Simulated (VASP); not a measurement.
# Ni (Pm-3m) in VASP: a series of runs, part 3 of 3

VASP 6.6.1.

## (7) Single point, PBE, collinear spin, ferromagnetic start

The input, INCAR:

```
ALGO     = Normal         # electronic algorithm
EDIFF    = 1E-7           # SCF threshold, eV
ENCUT    = 520            # plane-wave cutoff, eV
GGA      = PE             # functional
ISIF     = 2              # what is computed and relaxed
ISMEAR   = -1             # smearing method
ISPIN    = 2              # spin polarisation
LASPH    = True           # aspherical terms in the spheres
LCHARG   = False          # write CHGCAR
LMAXMIX  = 4              # l up to which the mixer works
LORBIT   = 11             # projections on sites
LREAL    = False          # projectors in reciprocal space
LWAVE    = False          # write WAVECAR
MAGMOM   = 0.535          # initial moments
NBANDS   = 15             # bands
NELM     = 150            # most SCF steps
PREC     = Accurate       # precision mode
SIGMA    = 0.05           # smearing width, eV
```

The input, KPOINTS:

```
k-points
0
Gamma
  22 22 22
```

The input, POSCAR:

```
Ni
1.0
    2.3283262107      0.0000000000      0.0000000000
    0.0000000000      2.3283262107      0.0000000000
    0.0000000000      0.0000000000      2.3283262107
Ni
1
Direct
    0.0000000000      0.0000000000      0.0000000000
```

Potentials or basis: VASP PAW PBE potentials, release 64 (Ni).

Command:

```bash
$ cat potpaw_PBE.64/Ni/POTCAR > POTCAR
$ mpirun -np 1 vasp_std > vasp.out
```

OUTCAR:

```text
EDIFF = 1E-7
   ENCUT = 520
   GGA = PE
   ISIF = 2
   ISMEAR = -1
   ISPIN = 2
   LASPH = True
   LORBIT = 11
   LREAL = False
   NELM = 150
   PREC = Accurate

 ion  position               nearest neighbor table
   1  0.000  0.000  0.000-

  LATTYP: Found a simple cubic cell.
 ALAT       =     2.3283262107

  Lattice vectors:

 A1 = (   2.3283262107,   0.0000000000,   0.0000000000)
 A2 = (   0.0000000000,   2.3283262107,   0.0000000000)
 A3 = (   0.0000000000,   0.0000000000,   2.3283262107)

Analysis of symmetry for initial positions (statically):
=====================================================================
 Subroutine PRICEL returns:
 Original cell was already a primitive cell.

 Routine SETGRP: Setting up the symmetry group for a
 simple cubic supercell.

 Subroutine GETGRP returns: Found 48 space group operations
 (whereof 48 operations were pure point group operations)
 out of a pool of 48 trial point group operations.

The static configuration has the point symmetry O_h .

Analysis of symmetry for dynamics (positions and initial velocities):
=====================================================================
 Subroutine PRICEL returns:
 Original cell was already a primitive cell.

 Routine SETGRP: Setting up the symmetry group for a
 simple cubic supercell.

 Subroutine GETGRP returns: Found 48 space group operations
 (whereof 48 operations were pure point group operations)
 out of a pool of 48 trial point group operations.

The dynamic configuration has the point symmetry O_h .

Analysis of structural, dynamic, and magnetic symmetry:
=====================================================================
 Subroutine PRICEL returns:
 Original cell was already a primitive cell.

 Routine SETGRP: Setting up the symmetry group for a
 simple cubic supercell.

 Subroutine GETGRP returns: Found 48 space group operations
 (whereof 48 operations were pure point group operations)
 out of a pool of 48 trial point group operations.

The overall configuration has the point symmetry O_h .
[... 159 lines left out ...]
      4       7.0623      0.99948
      5       7.0623      0.99948
      6       7.0623      0.99948
      7      26.8302      0.00000
      8      26.8302      0.00000
      9      26.8302      0.00000
     10      30.6270      0.00000
     11      30.6270      0.00000
     12      34.8009      0.00000
     13      49.0063      0.00000
     14      49.0063      0.00000
[... 403 lines left out ...]
      4       6.8847      0.99998
      5       6.9683      0.99992
      6       6.9966      0.99986
      7      24.0540      0.00000
      8      24.7093      0.00000
      9      27.4836      0.00000
     10      31.5214      0.00000
     11      34.0053      0.00000
     12      37.0726      0.00000
     13      44.8334      0.00000
     14      47.7355      0.00000
     15      47.9596      0.00000

 [... further k-points ...]

 spin component 2

 k-point     1 :       0.0000    0.0000    0.0000
  band No.  band energies     occupation
      1      -0.5096      1.00000
      2       4.2989      1.00000
      3       4.2989      1.00000
      4       7.7165      0.00395
      5       7.7165      0.00395
      6       7.7165      0.00395
      7      26.9069      0.00000
      8      26.9069      0.00000
      9      26.9069      0.00000
     10      30.7146      0.00000
     11      30.7146      0.00000
     12      34.8070      0.00000
     13      49.0363      0.00000
     14      49.0363      0.00000
[... 403 lines left out ...]
      4       7.5295      0.14306
      5       7.6174      0.02798
      6       7.6481      0.01533
      7      24.1516      0.00000
      8      24.7900      0.00000
      9      27.5671      0.00000
     10      31.5850      0.00000
     11      34.0725      0.00000
     12      37.1002      0.00000
     13      44.8798      0.00000
     14      47.7590      0.00000
     15      48.0084      0.00000

 [... further k-points ...]

------------------------ aborting loop because EDIFF is reached ----------------------------------------

  FORCE on cell =-STRESS in cart. coord.  units (eV):
  Direction    XX          YY          ZZ          XY          YZ          ZX
  --------------------------------------------------------------------------------------
  -------------------------------------------------------------------------------------
  Total        0.0031227      0.0031227      0.0031227     -0.0000000     -0.0000000      0.0000000
  in kB        0.3963731      0.3963731      0.3963731     -0.0000000     -0.0000000      0.0000000
  external PRESSURE =       0.3963731 kB  Pullay stress =       0.0000000 kB

 VOLUME and BASIS-vectors are now :
 -----------------------------------------------------------------------------
  energy-cutoff  :      520.00
  volume of cell :       12.62
      direct lattice vectors                 reciprocal lattice vectors
     2.328326211  0.000000000  0.000000000     0.429493082  0.000000000  0.000000000
     0.000000000  2.328326211  0.000000000     0.000000000  0.429493082  0.000000000
     0.000000000  0.000000000  2.328326211     0.000000000  0.000000000  0.429493082

 POSITION                                       TOTAL-FORCE (eV/Angst)
 -----------------------------------------------------------------------------------
      0.00000      0.00000      0.00000         0.000000      0.000000      0.000000
 -----------------------------------------------------------------------------------
    total drift:                               -0.000000      0.000000      0.000000

  FREE ENERGIE OF THE ION-ELECTRON SYSTEM (eV)
  ---------------------------------------------------
  free  energy   TOTEN  =        -4.7827133340 eV

  energy  without entropy=       -4.7658760553  energy(sigma->0) =       -4.77429469

 total charge

# of ion       s       p       d       tot
------------------------------------------
    1        0.508   0.385   8.353   9.247

 magnetization (x)

# of ion       s       p       d       tot
------------------------------------------
    1        0.001  -0.001   0.542   0.541
```

stdout:

```text
POSCAR found type information on POSCAR Ni
 POSCAR found :  1 types and       1 ions
 scaLAPACK will be used
 LDA part: xc-table for (Slater+PW92), standard interpolation
 POSCAR, INCAR and KPOINTS ok, starting setup
 FFT: planning ... GRIDC
 FFT: planning ... GRID_SOFT
 FFT: planning ... GRID
 WAVECAR not read
 entering main loop
```

It took 2.6 min on 1 thread of Intel Xeon 8259CL, shared host; peak memory 0.21 GiB.

Results:

| Property | Result |
| --- | --- |
| Free energy | -4.7827 eV |
| Pressure | 0.0 GPa |
| Net moment | 0.54 μB per cell |
| Site moments | Ni +0.54 μB |
| Valence electrons inside the program's atomic spheres | Ni 9.25 |

## (8) Summary

| task | cell | k mesh | cutoff (eV) | gap on the mesh (eV) | pressure (GPa) | moment (μB) |
| --- | --- | --- | --- | --- | --- | --- |
| single point | a = 2.328 Å, 1 atom | 15 × 15 × 15 | 520 | none | -0.1 | 0.51 |
| single point | a = 2.359 Å, 1 atom | 15 × 15 × 15 | 520 | none | -4.8 | 0.60 |
| single point | a = 2.389 Å, 1 atom | 15 × 15 × 15 | 520 | none | -8.5 | 0.67 |
| single point | a = 2.418 Å, 1 atom | 15 × 15 × 15 | 520 | none | -11.5 | 0.73 |
| relaxation of cell and atoms | relaxed from a = 2.278 Å, 1 atom | 14 × 14 × 14 | 600 | none | 0.1 | 0.50 |
| single point | a = 2.328 Å, 1 atom | 22 × 22 × 22 | 520 | none | 0.0 | 0.54 |

Alike in all rows: level PBE; potentials or basis VASP PAW PBE potentials, release 64 (Ni); spin collinear, ferromagnetic start; smearing fermi-dirac 0.05 eV.

Caveats: the cell stands under tension (at least some runs).

Absolute energies hang on the potentials; compare differences alone.
